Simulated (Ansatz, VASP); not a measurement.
**One calculation of CaSe, two programs**

```
Ca Se
1.0
     0.00000    2.93116    2.93116
     2.93116    0.00000    2.93116
     2.93116    2.93116    0.00000
Ca Se
1 1
Direct
  0.00000 0.00000 0.00000
  0.50000 0.50000 0.50000
```

Change from the starting cell: volume scaled by 0.975, PAW files.

Alike in both runs: task electric field gradients; functional PBE; k mesh 7 × 7 × 7; occupations fermi-dirac, width 0.01 eV; no spin polarisation.

|  | VASP | Ansatz |
| --- | --- | --- |
| version | VASP 6.6.1 | Ansatz 0.2.0 |
| potentials or method | VASP PAW PBE potentials, release 64 (Ca_sv, Se) | PAW with Ansatz's default frozen-core files, scalar-relativistic |
| plane-wave cutoff (eV) | 520 | 420 |
| valence electrons in the cell | 16 | 26 |

Ansatz gave:

- gap on the k mesh at the Fermi level (eV): 2.03
- pressure (GPa): 2.6

Q: Which values does VASP return?

A: gap on the k mesh at the Fermi level (eV): 2.02; pressure (GPa): 2.8.

With one functional, cell and mesh, what is left measures potentials, basis and numerics. VASP's potentials hold 16 valence electrons a cell and Ansatz's 26, so a difference there can come from the potentials and not from the codes.
